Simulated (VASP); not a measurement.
Sr3Zn, 4 atoms in the cell. The structure is tetragonal, space group P4mm (No. 99). The conventional cell has a = 5.480 Å, b = 5.480 Å, c = 5.480 Å, α = 90.00°, β = 90.00°, γ = 90.00°. Sr (site symmetry 2mm) has 4 Zn at 3.80 to 3.95 Å and 8 Sr at 3.87 Å within 5.0 Å. Within 5.1 Å of Sr (site symmetry 4mm) lie 8 Sr at 3.87 Å and 4 Zn at 3.88 Å. Within 5.0 Å of Zn (site symmetry 4mm) lie 12 Sr at 3.80 to 3.95 Å. 

- Program: VASP 6.6.1
- Task: single point
- Functional: PBEsol
- Potentials or basis: VASP PAW PBE potentials, release 64 (Sr_sv, Zn)
- Cutoff: 520 eV
- k mesh: 5 × 5 × 5
- Occupations: fermi-dirac, width 0.1 eV
- Spin: no spin polarisation
- Dipole correction: no
- Further INCAR settings: ALGO = Normal; EDIFF = 1e-06; NBANDS = 29

Potentials or basis: VASP PAW PBE potentials, release 64 (Sr_sv, Zn).

Launch:

```sh
$ cat potpaw_PBE.64/Sr_sv/POTCAR potpaw_PBE.64/Zn/POTCAR > POTCAR
$ mpirun -np 1 vasp_std > vasp.out
```

Hardware: 1 thread of Intel Xeon 6975P-C, with other jobs on the host.

Q: How long does it take, and how much memory?

A: Run time: 72 s on 1 thread of Intel Xeon 6975P-C, on a shared host, peak memory 0.29 GiB. Counts: scf iterations 12, k points 18.
